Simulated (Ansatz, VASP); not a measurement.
**ZrB: VASP beside Ansatz**

```
Zr B
1.0
     0.00000    2.41568    2.41568
     2.41568    0.00000    2.41568
     2.41568    2.41568    0.00000
Zr B
1 1
Direct
  0.00000 0.00000 0.00000
  0.50000 0.50000 0.50000
```

Alike in both runs: task relaxation of cell and atoms; functional LDA; k mesh 16 × 16 × 16; occupations gaussian, width 0.1 eV; no spin polarisation.

|  | VASP | Ansatz |
| --- | --- | --- |
| version | VASP 6.6.1 | Ansatz 0.2.0 |
| potentials or method | VASP PAW LDA potentials, release 64 (Zr_sv, B), cutoff 600 eV | scalar-relativistic, plane waves, PAW |
| valence electrons in the cell | 15 | 15 |

|  | VASP | Ansatz | Ansatz less VASP |
| --- | --- | --- | --- |
| gap on the k mesh at the Fermi level, each at its own relaxed structure (eV) | none | none | - |
| relaxed volume (Å³/atom) | 14.12 | 14.09 | -0.028 |
| relaxed cell length with the largest relative difference (Å) | 3.418 | 3.416 | -0.0023 |

LDA's correlation is that of Perdew and Zunger in VASP and of Perdew and Wang (1992) in Ansatz. A gap of «none» marks a metal or a gap that the smearing closes.
